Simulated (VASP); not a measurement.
# Mo in VASP: relaxation of the atoms with PBEsol

Aim: the relaxation of the atoms of Mo with PBEsol.

All numbers are computed with VASP 6.6.1; they aren't measurements. Logs are shortened: lines on timing, memory, paths and dates and some standing lists are left out, and cuts for length are marked.

## Step 1: The cell of the first run

The cell holds a slab with vacuum, 3 atoms: a = 3.135 Å, b = 3.135 Å, c = 15.135 Å, α = 90.00°, β = 90.00°, γ = 90.00°.

## Step 2: Relaxation of the atoms, PBEsol

INCAR reads:

```
SYSTEM = Mo
PREC     = Accurate       ! precision mode
ENCUT    = 520            ! plane-wave cutoff, eV
EDIFF    = 1E-7           ! SCF threshold, eV
ISMEAR   = 1              ! smearing method
SIGMA    = 0.1            ! smearing width, eV
LREAL    = .FALSE.        ! projectors in reciprocal space
LASPH    = .TRUE.         ! aspherical terms in the spheres
NELM     = 60             ! most SCF steps
ALGO     = Fast           ! electronic algorithm
ISIF     = 2              ! what is computed and relaxed
LWAVE    = .FALSE.        ! write WAVECAR
LCHARG   = .FALSE.        ! write CHGCAR
GGA      = PS             ! functional
IBRION   = 2              ! ionic algorithm
NSW      = 60             ! ionic steps
EDIFFG   = -0.02          ! ionic threshold
```

KPOINTS reads:

```
regular mesh
0
G
  16 16 1
  0 0 0
```

POSCAR reads:

```
Mo
1.0
    3.1350000000      0.0000000000      0.0000000000
    0.0000000000      3.1350000000      0.0000000000
    0.0000000000      0.0000000000     15.1350000000
Mo
3
Direct
    0.0000000000      0.0000000000      0.3964321110
    0.5000000000      0.5000000000      0.5000000000
    0.0000000000      0.0000000000      0.6035678890
```

Potentials or basis: VASP PAW PBE potentials, release 64 (Mo_sv).

Command:

```bash
$ cat potpaw_PBE.64/Mo_sv/POTCAR > POTCAR
$ mpirun -np 1 vasp_std > vasp.out
```

OUTCAR:

```text
SYSTEM = Mo
   PREC = Accurate
   ENCUT = 520
   EDIFF = 1E-7
   ISMEAR = 1
   LREAL = .FALSE.
   LASPH = .TRUE.
   NELM = 60
   ISIF = 2
   GGA = PS
   IBRION = 2
   NSW = 60
   EDIFFG = -0.02

 ion  position               nearest neighbor table
   1  0.000  0.000  0.396-   2 2.71   2 2.71   2 2.71   2 2.71   3 3.14
   2  0.500  0.500  0.500-   1 2.71   3 2.71   1 2.71   3 2.71   1 2.71   3 2.71   1 2.71   3 2.71

   3  0.000  0.000  0.604-   2 2.71   2 2.71   2 2.71   2 2.71   1 3.14

  LATTYP: Found a simple tetragonal cell.
 ALAT       =     3.1350000000
 C/A-ratio  =     4.8277511962

  Lattice vectors:

 A1 = (   3.1350000000,   0.0000000000,   0.0000000000)
 A2 = (   0.0000000000,   3.1350000000,   0.0000000000)
 A3 = (   0.0000000000,   0.0000000000,  15.1350000000)

Analysis of symmetry for initial positions (statically):
=====================================================================
 Subroutine PRICEL returns:
 Original cell was already a primitive cell.

 Routine SETGRP: Setting up the symmetry group for a
 simple tetragonal supercell.

 Subroutine GETGRP returns: Found 16 space group operations
 (whereof 16 operations were pure point group operations)
 out of a pool of 16 trial point group operations.

The static configuration has the point symmetry D_4h.

Analysis of symmetry for dynamics (positions and initial velocities):
=====================================================================
 Subroutine PRICEL returns:
 Original cell was already a primitive cell.

 Routine SETGRP: Setting up the symmetry group for a
 simple tetragonal supercell.

 Subroutine GETGRP returns: Found 16 space group operations
 (whereof 16 operations were pure point group operations)
 out of a pool of 16 trial point group operations.

The dynamic configuration has the point symmetry D_4h.

 Subroutine INISYM returns: Found 16 space group operations
 (whereof 16 operations are pure point group operations),
 and found     1 'primitive' translations

----------------------------------------------------------------------------------------

                                     Primitive cell

  volume of cell :     148.7502

  direct lattice vectors                    reciprocal lattice vectors
     3.135000000  0.000000000  0.000000000     0.318979266  0.000000000  0.000000000
     0.000000000  3.135000000  0.000000000     0.000000000  0.318979266  0.000000000
     0.000000000  0.000000000 15.135000000     0.000000000  0.000000000  0.066072019

  length of vectors
     3.135000000  3.135000000 15.135000000     0.318979266  0.318979266  0.066072019

  position of ions in fractional coordinates (direct lattice)
     0.000000000  0.000000000  0.396432111
     0.500000000  0.500000000  0.500000000
     0.000000000  0.000000000  0.603567889

  ion indices of the primitive-cell ions
   primitive index   ion index
                 1           1
                 2           2
                 3           3

----------------------------------------------------------------------------------------

 KPOINTS: regular mesh

Automatic generation of k-mesh.
 Grid dimensions read from file:
 generate k-points for:   16   16    1

 Generating k-lattice:

  Cartesian coordinates                     Fractional coordinates (reciprocal lattice)
     0.019936204  0.000000000  0.000000000     0.062500000  0.000000000  0.000000000
     0.000000000  0.019936204  0.000000000     0.000000000  0.062500000  0.000000000
     0.000000000  0.000000000  0.066072019     0.000000000  0.000000000  1.000000000

  Length of vectors
     0.019936204  0.019936204  0.066072019

  Shift w.r.t. Gamma in fractional coordinates (k-lattice)
     0.000000000  0.000000000  0.000000000

 Subroutine IBZKPT returns following result:
 ===========================================

 Found     45 irreducible k-points:

 Following reciprocal coordinates:
            Coordinates               Weight
  0.000000  0.000000  0.000000      1.000000
  0.062500  0.000000  0.000000      4.000000
  0.125000  0.000000  0.000000      4.000000
  0.187500  0.000000  0.000000      4.000000
  0.250000  0.000000  0.000000      4.000000
  0.312500  0.000000  0.000000      4.000000
[... 16 lines left out ...]
  0.437500  0.125000  0.000000      8.000000
  0.500000  0.125000  0.000000      4.000000
 [... further k-points ...]
   k-points           NKPTS =     45   k-points in BZ     NKDIM =     45   number of bands    NBANDS=     25
   number of dos      NEDOS =    301   number of ions     NIONS =      3
   total plane-waves  NPLWV =  69120
   dimension x,y,z NGX =    24 NGY =   24 NGZ =  120
   dimension x,y,z NGXF=    48 NGYF=   48 NGZF=  240
   ions per type =               3
   NGX,Y,Z   is equivalent  to a cutoff of  12.73, 12.73, 13.18 a.u.
   NGXF,Y,Z  is equivalent  to a cutoff of  25.45, 25.45, 26.36 a.u.
 SYSTEM =  Mo
   PREC   = accura    normal or accurate (medium, high low for compatibility)
   ISTART =      0    job   : 0-new  1-cont  2-samecut
   ICHARG =      2    charge: 1-file 2-atom 10-const
   ISPIN  =      1    spin polarized calculation?
   LNONCOLLINEAR =      F non collinear calculations
   LSORBIT =      F    spin-orbit coupling
   LASPH  =      T    aspherical Exc in radial PAW
   ENCUT  =  520.0 eV  38.22 Ry    6.18 a.u.   5.83  5.83 28.14*2*pi/ulx,y,z
   NELM   =     60;   NELMIN=  2; NELMDL= -5     # of ELM steps
   EDIFF  = 0.1E-06   stopping-criterion for ELM
   LREAL  =      F    real-space projection
   EDIFFG = -.2E-01   stopping-criterion for IOM
   NSW    =     60    number of steps for IOM
   IBRION =      2    ionic relax: 0-MD 1-quasi-New 2-CG
   NFREE  =      1    steps in history (QN), initial steepest desc. (CG)
   ISIF   =      2    stress and relaxation
   ISYM   =      2    0-nonsym 1-usesym 2-fastsym
   POTIM  = 0.5000    time-step for ionic-motion
   TEBEG  =    0.0;   TEEND  =   0.0 temperature during run
   PSTRESS=    0.0 pullay stress
   NELECT =      42.0000    total number of electrons
   NUPDOWN=      -1.0000    fix difference up-down
   EMIN   =  10.00;   EMAX   =-10.00  energy-range for DOS
   EFERMI =   0.00;   METHOD = LEGACY
   ISMEAR =     1;   SIGMA  =   0.10  broadening in eV -4-tet -1-fermi 0-gaus
   EFERMI_NEDOS =   21; number of points for ismear=-14 and -15
   IALGO  =     68    algorithm
   IMIX   =      4    mixing-type and parameters
     AMIX     =   0.40;   BMIX     =  1.00
     AMIX_MAG =   1.60;   BMIX_MAG =  1.00
  volume/ion in A,a.u.               =      49.58       334.61
  Fermi-wavevector in a.u.,A,eV,Ry     =   1.074003  2.029571 15.694076  1.153482
  Thomas-Fermi vector in A             =   2.209819
   LORBIT       =      0    0 simple, 1 ext, 2 COOP (PROOUT), +10 PAW based schemes
   GGA     = PS    functional components
   LHFCALC =     F    Hartree Fock is set to
   AEXX    =    0.0000 exact exchange contribution
   IVDW    =     0    specifies the selected vdW correction
   LEPSILON=     F    determine dielectric tensor
   LRPA    =     F    only Hartree local field effects (RPA)
 conjugate gradient relaxation of ions
 non-spin polarized calculation
 RMM-DIIS sequential band-by-band and
 Methfessel and Paxton  Order N= 1 SIGMA  =   0.10
  energy-cutoff  :      520.00
  volume of cell :      148.75
 maximum number of plane-waves:      4060
 NGX is ok and might be reduce to    24
   NGX = 11   NGY = 11   NGZ = 57

--------------------------------------- Ionic step        1  -------------------------------------------

 number of electron      41.9999998 magnetization

 Free energy of the ion-electron system (eV)
  ---------------------------------------------------
  ext. energy  EPLUGINS =         0.00000000
  ---------------------------------------------------
  free energy    TOTEN  =       -30.50838258 eV

  energy without entropy =      -30.50950848  energy(sigma->0) =      -30.50875788

------------------------ aborting loop because EDIFF is reached ----------------------------------------

  FORCE on cell =-STRESS in cart. coord.  units (eV):
  Direction    XX          YY          ZZ          XY          YZ          ZX
  --------------------------------------------------------------------------------------
  -------------------------------------------------------------------------------------
  Total       -8.8924886     -8.8924886     -4.7462483      0.0000000      0.0000000      0.0000000
  in kB      -95.7803423    -95.7803423    -51.1214922      0.0000000      0.0000000      0.0000000
  external PRESSURE =     -80.8940590 kB  Pullay stress =       0.0000000 kB
[... 96 lines left out ...]
  energy  without entropy=      -30.6916906400  energy(sigma->0) =      -30.69692053

--------------------------------------- Ionic step        4  -------------------------------------------

 number of electron      41.9999998 magnetization

 Free energy of the ion-electron system (eV)
  ---------------------------------------------------
  ext. energy  EPLUGINS =         0.00000000
  ---------------------------------------------------
  free energy    TOTEN  =       -30.70231211 eV

  energy without entropy =      -30.69648938  energy(sigma->0) =      -30.70037120

 E-fermi :   1.2674     XC(G=0):  -5.6589

 val. band max:        1.2669764539   @ k =   0.3125   0.0625   0.0000
 cond. band min:       1.2704448846   @ k =   0.1250   0.0000   0.0000
 fundamental gap:      0.0034684307
 Fermi energy:         1.2673920697

 k-point     1 :       0.0000    0.0000    0.0000
  band No.  band energies     occupation
      1     -59.8379      2.00000
      2     -59.5225      2.00000
      3     -59.3576      2.00000
      4     -34.1142      2.00000
      5     -34.1142      2.00000
      6     -34.0624      2.00000
[... 661 lines left out ...]
     24       2.3932     -0.00000
     25       2.7229     -0.00000

 [... further k-points ...]

------------------------ aborting loop because EDIFF is reached ----------------------------------------

  FORCE on cell =-STRESS in cart. coord.  units (eV):
  Direction    XX          YY          ZZ          XY          YZ          ZX
  --------------------------------------------------------------------------------------
  -------------------------------------------------------------------------------------
  Total       -4.6806887     -4.6806887     -0.0652738      0.0000000     -0.0000000      0.0000000
  in kB      -50.4153542    -50.4153542     -0.7030596      0.0000000     -0.0000000      0.0000000
  external PRESSURE =     -33.8445893 kB  Pullay stress =       0.0000000 kB
[... 18 lines left out ...]
  FREE ENERGIE OF THE ION-ELECTRON SYSTEM (eV)
  ---------------------------------------------------
  free  energy   TOTEN  =       -30.7023121060 eV

  energy  without entropy=      -30.6964893778  energy(sigma->0) =      -30.70037120

 reached required accuracy - stopping structural energy minimisation
```

Wall time 11 min (1 thread of Oxide Virtual Turin-like, shared host); peak memory 0.3 GiB.

What came out:

| Quantity | Value |
| --- | --- |
| Free energy | -30.7023 eV |
| Energy gained by relaxing | 64.6 meV/atom |
| Ionic steps | 4 |
| Largest force after relaxing | 0.017 eV/Å |
| Band gap on the k mesh | zero (bands 21 and 22 overlap by 1.42 eV) |

Forces on the atoms (eV/Å):
```
Mo   0.000  0.000  0.017
Mo   0.000  0.000  0.000
Mo   0.000  0.000 -0.017
```

Step by step:
```csv
step,energy change (eV),largest force (eV/Å),pressure (GPa)
1,0.0000,1.5085,-8.09
2,-0.1540,0.6149,-5.80
3,-0.1912,0.1456,-3.97
4,-0.1939,0.0170,-3.38
```

Final structure:
```cif
data_structure
_symmetry_space_group_name_H-M 'P 1'
_symmetry_Int_Tables_number 1
_cell_length_a 3.1350
_cell_length_b 3.1350
_cell_length_c 15.1350
_cell_angle_alpha 90.000
_cell_angle_beta 90.000
_cell_angle_gamma 90.000
_cell_volume 148.75
loop_
_atom_site_label
_atom_site_type_symbol
_atom_site_fract_x
_atom_site_fract_y
_atom_site_fract_z
_atom_site_occupancy
Mo1 Mo 0.00000 0.00000 0.40577 1
Mo2 Mo 0.50000 0.50000 0.50000 1
Mo3 Mo 0.00000 0.00000 0.59423 1
```

Levels at points of the mesh, in eV from the Fermi level:
```
           k point  band 19  band 20  band 21  band 22  band 23  band 24
(0.00, 0.00, 0.00)    -0.99    -0.99    -0.21    -0.21    -0.16    -0.06
(0.50, 0.00, 0.00)    -1.46    -0.92    -0.09     0.78     1.26     1.73
(0.50, 0.50, 0.00)    -2.09     0.99     0.99     1.05     1.78     1.99
```

Caveat: there is no dipole correction, which matters where the two faces differ; the PAW data sets were made with another functional, which shifts forces and pressure a little.
